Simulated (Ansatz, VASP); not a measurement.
# Hf: VASP beside Ansatz

```xyz
3
Lattice="4.9090 0.0000 0.0000 -2.4545 4.2513 0.0000 0.0000 0.0000 3.0993" Properties=species:S:1:pos:R:3 pbc="T T T"
Hf    2.4545    1.4171    1.5497
Hf    0.0000    2.8342    1.5497
Hf    0.0000    0.0000    0.0000
```

Alike in both runs: task single point; functional LDA; k mesh 12 × 12 × 14; occupations gaussian, width 0.1 eV; no spin polarisation.

|  | VASP | Ansatz |
| --- | --- | --- |
| version | VASP 6.6.1 | Ansatz 0.2.0 |
| potentials or method | VASP PAW LDA potentials, release 64 (Hf_pv), cutoff 520 eV | scalar-relativistic, plane waves, PAW |
| valence electrons in the cell | 30 | 78 |

```tsv
	VASP	Ansatz	Ansatz less VASP
gap on the k mesh at the Fermi level (eV)	none	none	-
pressure (GPa)	-5.0	-5.1	-0.04
traceless stress, the component that is largest in VASP (GPa)	-1.35	-1.50	-0.148
```

LDA's correlation is that of Perdew and Zunger in VASP and of Perdew and Wang (1992) in Ansatz. A gap of «none» marks a metal or a gap that the smearing closes. VASP's potentials hold 30 valence electrons a cell and Ansatz's 78, so a difference there can come from the potentials and not from the codes.

Spin-orbit coupling is off throughout.
